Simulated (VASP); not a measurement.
# Be (a cell with a defect) in VASP: further runs

Be (a cell with a defect) is run at these levels: PBE; tasks: single point.

Program: VASP 6.6.1. These are calculated values, not measurements. Logs are shortened: lines on timing, memory, paths and dates and some standing lists are left out, and cuts for length are marked.

## Step 1: The cell of the first run

The cell holds a defect, 17 atoms: a = 4.580 Å, b = 3.966 Å, c = 7.177 Å, α = 90.00°, β = 90.00°, γ = 90.00°.

## Step 2: Single point, PBE

INCAR

```
SYSTEM = Be
  PREC = Accurate
  ENCUT = 520
  EDIFF = 1E-6
  ISMEAR = 0
  SIGMA = 0.15
  LREAL = Auto
  LASPH = .True.
  NELM = 100
  ALGO = Normal
  ISIF = 2
  LWAVE = .False.
  LCHARG = .False.
  GGA = PE
  NBANDS = 31
```

KPOINTS

```
Automatic mesh
0
Gamma
  5 5 3
  0 0 0
```

POSCAR

```
Be
1.0
   -2.2900000000     -3.9663960000      0.0000000000
    3.4350000000     -1.9831980000      0.0000000000
    0.0000000000      0.0000000000      7.1768600000
Be
17
Direct
    0.7510455941      0.4866466988      0.0033376713
    0.4520672313      0.1963012983      0.2170288956
    0.7899858837      0.5630916080      0.4886441982
    0.5289778658      0.3163296398      0.7277996227
    0.5298385384     -0.0318165203     -0.0260627907
    0.1525834987      0.8987828856      0.3359308946
    0.4979195759     -0.0376428446      0.4873492029
    0.2483167372      0.8309671989      0.7340442756
    0.2744164579      0.4748560956     -0.0245833136
    0.0166651676      0.3827587289      0.2431146769
    0.2697434359      0.4543503547      0.4813867067
    0.0087080696      0.3439981017      0.7566144526
    0.0562257376     -0.0026515461      0.0162402499
    0.7912739210      0.8911401104      0.2389270517
   -0.0679531172      0.0767235405      0.5288137152
    0.7599102907      0.8273550410      0.7495796212
    0.4382835987      0.6758743642      0.2119524416
```

Potentials or basis: VASP PAW PBE potentials, release 64 (Be).

Started as:

```bash
$ cat potpaw_PBE.64/Be/POTCAR > POTCAR
$ mpirun -np 1 vasp_std > vasp.out
```

OUTCAR:

```text
SYSTEM = Be
   PREC = Accurate
   ENCUT = 520
   EDIFF = 1E-6
   ISMEAR = 0
   LREAL = Auto
   LASPH = .True.
   NELM = 100
   ISIF = 2
   GGA = PE

 ion  position               nearest neighbor table
   1  0.751  0.487  0.003-  10 2.15   5 2.17   9 2.19  12 2.20  17 2.20  16 2.27   5 2.30   4 2.32
                            14 2.34   2 2.36
   2  0.452  0.196  0.217-  17 1.90  14 1.98   5 2.00   6 2.00  17 2.07  10 2.14   7 2.16   9 2.21
                            11 2.31   1 2.36
   3  0.790  0.563  0.489-  15 2.06   7 2.07  16 2.15  15 2.16  10 2.17  14 2.21  11 2.24   4 2.31
                            12 2.34
   4  0.529  0.316  0.728-  11 2.20  12 2.21  16 2.21   9 2.22   7 2.23   5 2.24  16 2.29   3 2.31
                             8 2.32   1 2.32
   5  0.530  0.968  0.974-   2 2.00  16 2.00  17 2.11   1 2.17  13 2.19   8 2.22   4 2.24  14 2.27
                             9 2.28   1 2.30   9 2.33
   6  0.153  0.899  0.336-  14 1.80  17 1.81  15 1.85   7 1.94   2 2.00  11 2.12  10 2.13  10 2.24
                            13 2.37
   7  0.498  0.962  0.487-   6 1.94  15 2.06   3 2.07   2 2.16   8 2.17  11 2.21   4 2.23  14 2.25
                            11 2.27  16 2.30  17 2.30
   8  0.248  0.831  0.734-   7 2.17   5 2.22  12 2.23   9 2.24  16 2.24  15 2.28  13 2.30   4 2.32
                            12 2.32  16 2.35  11 2.35
   9  0.274  0.475  0.975-  17 2.02  12 2.05  13 2.16   1 2.19   2 2.21   4 2.22   8 2.24   5 2.28
                            10 2.28  13 2.32   5 2.33
  10  0.017  0.383  0.243-  11 2.09   6 2.13   2 2.14   1 2.15   3 2.17  14 2.21   6 2.24  13 2.24
                            17 2.27  14 2.27   9 2.28
  11  0.270  0.454  0.481-  10 2.09   6 2.12  15 2.18   4 2.20   7 2.21   3 2.24  17 2.26   7 2.27
                             2 2.31  12 2.35   8 2.35
[... 4 lines left out ...]
  14  0.791  0.891  0.239-   6 1.80  17 1.84   2 1.98  13 2.05  10 2.21   3 2.21   7 2.25  10 2.27
                             5 2.27  15 2.30   1 2.34
  15  0.932  0.077  0.529-   6 1.85  12 1.98  16 2.03   3 2.06   7 2.06   3 2.16  11 2.18   8 2.28
                            14 2.30
  16  0.760  0.827  0.750-   5 2.00  15 2.03   3 2.15   4 2.21  12 2.23   8 2.24   1 2.27   4 2.29
                             7 2.30  12 2.35   8 2.35
  17  0.438  0.676  0.212-   6 1.81  14 1.84   2 1.90   9 2.02   2 2.07   5 2.11   1 2.20  11 2.26
                            10 2.27   7 2.30

  LATTYP: Found a simple orthorhombic cell.
 ALAT       =     3.9663962620
 B/A-ratio  =     1.1547004875
 C/A-ratio  =     1.8094157835

  Lattice vectors:

 A1 = (  -3.4350000000,   1.9831980000,   0.0000000000)
 A2 = (  -2.2900000000,  -3.9663960000,   0.0000000000)
 A3 = (   0.0000000000,   0.0000000000,   7.1768600000)

Analysis of symmetry for initial positions (statically):
=====================================================================
 Subroutine PRICEL returns:
 Original cell was already a primitive cell.

 Routine SETGRP: Setting up the symmetry group for a
 simple orthorhombic supercell.

 Subroutine GETGRP returns: Found  1 space group operations
 (whereof  1 operations were pure point group operations)
 out of a pool of  8 trial point group operations.

The static configuration has the point symmetry C_1 .

Analysis of symmetry for dynamics (positions and initial velocities):
=====================================================================
 Subroutine PRICEL returns:
 Original cell was already a primitive cell.

 Routine SETGRP: Setting up the symmetry group for a
 simple orthorhombic supercell.

 Subroutine GETGRP returns: Found  1 space group operations
 (whereof  1 operations were pure point group operations)
 out of a pool of  8 trial point group operations.

The dynamic configuration has the point symmetry C_1 .

 Subroutine INISYM returns: Found  1 space group operations
 (whereof  1 operations are pure point group operations),
 and found     1 'primitive' translations

----------------------------------------------------------------------------------------

                                     Primitive cell

  volume of cell :     130.3755

  direct lattice vectors                    reciprocal lattice vectors
    -2.290000000 -3.966396000  0.000000000    -0.109170306 -0.189088533  0.000000000
     3.435000000 -1.983198000  0.000000000     0.218340611 -0.126059022  0.000000000
     0.000000000  0.000000000  7.176860000     0.000000000  0.000000000  0.139336702

  length of vectors
     4.579999697  3.966396262  7.176860000     0.218340626  0.252118027  0.139336702

  position of ions in fractional coordinates (direct lattice)
     0.751045594  0.486646699  0.003337671
     0.452067231  0.196301298  0.217028896
     0.789985884  0.563091608  0.488644198
     0.528977866  0.316329640  0.727799623
     0.529838538  0.968183480  0.973937209
     0.152583499  0.898782886  0.335930895
[... 9 lines left out ...]
     0.759910291  0.827355041  0.749579621
     0.438283599  0.675874364  0.211952442

  ion indices of the primitive-cell ions
   primitive index   ion index
                 1           1
                 2           2
                 3           3
                 4           4
                 5           5
                 6           6
[... 9 lines left out ...]
                16          16
                17          17

----------------------------------------------------------------------------------------

 KPOINTS: Automatic mesh

Automatic generation of k-mesh.
 Grid dimensions read from file:
 generate k-points for:    5    5    3

 Generating k-lattice:

  Cartesian coordinates                     Fractional coordinates (reciprocal lattice)
    -0.021834061 -0.037817707  0.000000000     0.200000000  0.000000000  0.000000000
     0.043668122 -0.025211804  0.000000000     0.000000000  0.200000000  0.000000000
     0.000000000  0.000000000  0.046445567     0.000000000  0.000000000  0.333333333

  Length of vectors
     0.043668125  0.050423605  0.046445567

  Shift w.r.t. Gamma in fractional coordinates (k-lattice)
     0.000000000  0.000000000  0.000000000

 Subroutine IBZKPT returns following result:
 ===========================================

 Found     38 irreducible k-points:

 Following reciprocal coordinates:
            Coordinates               Weight
  0.000000  0.000000  0.000000      1.000000
  0.200000  0.000000  0.000000      2.000000
  0.400000  0.000000  0.000000      2.000000
  0.000000  0.200000  0.000000      2.000000
  0.200000  0.200000  0.000000      2.000000
 -0.200000  0.200000  0.000000      2.000000
[... 16 lines left out ...]
  0.200000 -0.200000 -0.333333      2.000000
 -0.200000 -0.200000  0.333333      2.000000
 [... further k-points ...]
   k-points           NKPTS =     38   k-points in BZ     NKDIM =     38   number of bands    NBANDS=     31
   number of dos      NEDOS =    301   number of ions     NIONS =     17
   total plane-waves  NPLWV =  58320
   dimension x,y,z NGX =    36 NGY =   30 NGZ =   54
   dimension x,y,z NGXF=    72 NGYF=   60 NGZF=  108
   ions per type =              17
   NGX,Y,Z   is equivalent  to a cutoff of  13.07, 12.57, 12.51 a.u.
   NGXF,Y,Z  is equivalent  to a cutoff of  26.13, 25.15, 25.02 a.u.
 SYSTEM =  Be
   PREC   = accura    normal or accurate (medium, high low for compatibility)
   ISTART =      0    job   : 0-new  1-cont  2-samecut
   ICHARG =      2    charge: 1-file 2-atom 10-const
   ISPIN  =      1    spin polarized calculation?
   LNONCOLLINEAR =      F non collinear calculations
   LSORBIT =      F    spin-orbit coupling
   LASPH  =      T    aspherical Exc in radial PAW
   ENCUT  =  520.0 eV  38.22 Ry    6.18 a.u.   8.52  7.37 13.34*2*pi/ulx,y,z
   NELM   =    100;   NELMIN=  2; NELMDL= -5     # of ELM steps
   EDIFF  = 0.1E-05   stopping-criterion for ELM
   LREAL  =      T    real-space projection
   EDIFFG = 0.1E-04   stopping-criterion for IOM
   NSW    =      0    number of steps for IOM
[... 5 lines left out ...]
   TEBEG  =    0.0;   TEEND  =   0.0 temperature during run
   PSTRESS=    0.0 pullay stress
   NELECT =      34.0000    total number of electrons
   NUPDOWN=      -1.0000    fix difference up-down
   EMIN   =  10.00;   EMAX   =-10.00  energy-range for DOS
   EFERMI =   0.00;   METHOD = LEGACY
   ISMEAR =     0;   SIGMA  =   0.15  broadening in eV -4-tet -1-fermi 0-gaus
   EFERMI_NEDOS =   21; number of points for ismear=-14 and -15
   IALGO  =     38    algorithm
   IMIX   =      4    mixing-type and parameters
     AMIX     =   0.40;   BMIX     =  1.00
     AMIX_MAG =   1.60;   BMIX_MAG =  1.00
  volume/ion in A,a.u.               =       7.67        51.75
  Fermi-wavevector in a.u.,A,eV,Ry     =   1.045930  1.976520 14.884349  1.093969
  Thomas-Fermi vector in A             =   2.180746
   LORBIT       =      0    0 simple, 1 ext, 2 COOP (PROOUT), +10 PAW based schemes
   GGA     = PE    functional components
   LHFCALC =     F    Hartree Fock is set to
   AEXX    =    0.0000 exact exchange contribution
   IVDW    =     0    specifies the selected vdW correction
   LEPSILON=     F    determine dielectric tensor
   LRPA    =     F    only Hartree local field effects (RPA)
 non-spin polarized calculation
 Gauss-broadening in eV      SIGMA  =   0.15
  energy-cutoff  :      520.00
  volume of cell :      130.38
 maximum number of plane-waves:      3529
 NGX is ok and might be reduce to    36
   NGX = 17   NGY = 15   NGZ = 27

 number of electron      34.0000000 magnetization

 Free energy of the ion-electron system (eV)
  ---------------------------------------------------
  ext. energy  EPLUGINS =         0.00000000
  ---------------------------------------------------
  free energy    TOTEN  =       -59.71394372 eV

  energy without entropy =      -59.69301322  energy(sigma->0) =      -59.70347847

 E-fermi :   7.2477     XC(G=0): -10.6813

 val. band max:        7.2269021378   @ k =  -0.4000   0.2000  -0.3333
 cond. band min:       7.2565798011   @ k =  -0.4000  -0.4000   0.3333
 fundamental gap:      0.0296776634
 Fermi energy:         7.2476741917

 k-point     1 :       0.0000    0.0000    0.0000
  band No.  band energies     occupation
      1      -4.2563      2.00000
      2      -2.1474      2.00000
      3      -2.1170      2.00000
      4       0.7675      2.00000
      5       1.0629      2.00000
      6       2.0220      2.00000
[... 757 lines left out ...]
     28      12.2059      0.00000
     29      12.7568      0.00000

 [... further k-points ...]

 [bands above 29 left out]

------------------------ aborting loop because EDIFF is reached ----------------------------------------

  FORCE on cell =-STRESS in cart. coord.  units (eV):
  Direction    XX          YY          ZZ          XY          YZ          ZX
  --------------------------------------------------------------------------------------
  -------------------------------------------------------------------------------------
  Total       12.3956945     10.8158007      4.9039022      4.3537243      1.4757305      8.2660441
  in kB      152.3299934    132.9147668     60.2637791     53.5026727     18.1351696    101.5809510
  external PRESSURE =     115.1695131 kB  Pullay stress =       0.0000000 kB

 VOLUME and BASIS-vectors are now :
 -----------------------------------------------------------------------------
  energy-cutoff  :      520.00
  volume of cell :      130.38
      direct lattice vectors                 reciprocal lattice vectors
    -2.290000000 -3.966396000  0.000000000    -0.109170306 -0.189088533  0.000000000
     3.435000000 -1.983198000  0.000000000     0.218340611 -0.126059022  0.000000000
     0.000000000  0.000000000  7.176860000     0.000000000  0.000000000  0.139336702

 POSITION                                       TOTAL-FORCE (eV/Angst)
 -----------------------------------------------------------------------------------
     -0.04826     -3.94406      0.02395        -0.026068     -0.013491      0.007568
     -0.36094     -2.18238      1.55759         0.091866      0.128587     -0.068042
      0.12515     -4.25012      3.50693         0.044985     -0.162649      0.004770
     -0.12477     -2.72548      5.22332        -0.048685     -0.067688     -0.067204
      2.11238     -4.02165      6.98981        -0.013527     -0.054925     -0.051241
      2.73790     -2.38767      2.41093         0.025715      0.076713      0.252547
[... 9 lines left out ...]
      1.10177     -4.65491      5.37963        -0.024309     -0.022464      0.033222
      1.31796     -3.07880      1.52115         0.146241      0.094307     -0.140159
 -----------------------------------------------------------------------------------
    total drift:                               -0.000673      0.000328     -0.000290

  FREE ENERGIE OF THE ION-ELECTRON SYSTEM (eV)
  ---------------------------------------------------
  free  energy   TOTEN  =       -59.7139437200 eV

  energy  without entropy=      -59.6930132236  energy(sigma->0) =      -59.70347847
```

Wall time 3.5 min (1 thread of Intel Xeon Platinum 8488C (Sapphire Rapids), shared host); peak memory 0.27 GiB.

What came out:

```
Free energy            : -59.7139 eV
Pressure               : 11.5 GPa
Largest force          : 0.265 eV/Å
Band gap on the k mesh : zero (band 17 reaches 7.62 eV, above the bottom of band 18 at 6.65 eV)
```

Forces in eV/Å, atoms in the order of the input:
```
Be  -0.026 -0.013  0.008
Be   0.092  0.129 -0.068
Be   0.045 -0.163  0.005
Be  -0.049 -0.068 -0.067
Be  -0.014 -0.055 -0.051
Be   0.026  0.077  0.253
Be  -0.029 -0.032 -0.010
Be  -0.009  0.019 -0.077
Be  -0.098 -0.021 -0.101
Be   0.025 -0.016 -0.012
Be  -0.155  0.005 -0.036
Be  -0.017 -0.005  0.043
Be  -0.139 -0.057  0.104
Be   0.063  0.057  0.016
Be   0.162  0.073  0.101
Be  -0.024 -0.022  0.033
Be   0.146  0.094 -0.140
```

(Part 1 of 2 ends here.)
